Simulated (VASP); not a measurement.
## TaN (CsCl type): single point with PBE

TaN (CsCl type):

```
Ta N
1.0
     2.63512    0.00000    0.00000
     0.00000    2.63512    0.00000
     0.00000    0.00000    2.63512
Ta N
1 1
Cartesian
  0.0000 0.0000 0.0000
  1.3176 1.3176 1.3176
```

This cell differs from its parent crystal: volume scaled by 0.88.

* Program: VASP 6.6.1
* Task: single point
* Functional: PBE
* Potentials or basis: VASP PAW PBE potentials, release 64 (Ta_pv, N)
* Cutoff: 520 eV
* k mesh: 14 × 14 × 14
* Occupations: fermi-dirac, width 0.05 eV
* Spin: no spin polarisation

- Pressure: 54.7 GPa
- Band gap on the k mesh: zero (band 8 reaches 18.00 eV, above the bottom of band 9 at 7.87 eV)

Levels at points of the mesh, in eV from the Fermi level:
| k point | band 5 | band 6 | band 7 | band 8 | band 9 | band 10 | band 11 | band 12 |
| --- | --- | --- | --- | --- | --- | --- | --- | --- |
| (0.00, 0.00, 0.00) | -5.71 | -5.71 | -3.07 | -3.07 | -3.07 | 3.83 | 4.45 | 4.45 |
| (0.50, 0.00, 0.00) | -11.06 | -5.39 | -5.39 | -4.28 | 4.41 | 5.18 | 5.99 | 5.99 |
| (0.50, 0.50, 0.00) | -6.50 | -6.50 | -4.17 | -2.47 | 0.60 | 0.60 | 1.18 | 7.96 |
| (0.50, 0.50, 0.50) | -10.44 | -10.44 | -10.44 | 7.05 | 7.05 | 7.05 | 8.33 | 8.33 |

Wall time 15 s on 1 thread of Intel(R) Xeon(R) Platinum 8559C (Emerald Rapids) (shared host), peak memory 0.15 GiB.

Caveat: spin-orbit coupling is left out, which moves the levels of the heavy elements.
